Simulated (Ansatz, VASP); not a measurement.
**SiNi: VASP beside Ansatz**

```xyz
8
Lattice="4.5090 0.0000 0.0000 0.0000 4.5090 0.0000 0.0000 0.0000 4.5090" Properties=species:S:1:pos:R:3 pbc="T T T"
Si    3.8180    3.8180    3.8180
Si    2.9455    0.6910    1.5635
Si    1.5635    2.9455    0.6910
Si    0.6910    1.5635    2.9455
Ni    0.6669    0.6669    0.6669
Ni    1.5876    3.8421    2.9215
Ni    2.9215    1.5876    3.8421
Ni    3.8421    2.9215    1.5876
```

Alike in both runs: functional r2SCAN; k mesh 8 × 8 × 8; occupations gaussian, width 0.1 eV; no spin polarisation.

Ansatz relaxed the structure, and its values are those at the end. VASP's run is a single point on that final structure, the one shown.

|  | VASP | Ansatz |
| --- | --- | --- |
| version | VASP 6.6.1 | Ansatz 0.2.0 |
| potentials or method | VASP PAW PBE potentials, release 64 (Si, Ni), cutoff 520 eV | scalar-relativistic, plane waves, PAW |
| valence electrons in the cell | 56 | 88 |

```csv
,VASP,Ansatz,Ansatz less VASP
gap on the k mesh at the Fermi level (eV),none,none,-
pressure (GPa),-5.4,-5.6,-0.15
```

VASP's potentials were made for PBE, not for r2SCAN. A gap of «none» marks a metal or a gap that the smearing closes. VASP's potentials hold 56 valence electrons a cell and Ansatz's 88, so a difference there can come from the potentials and not from the codes. Ansatz's warnings: stress scf threshold loose.
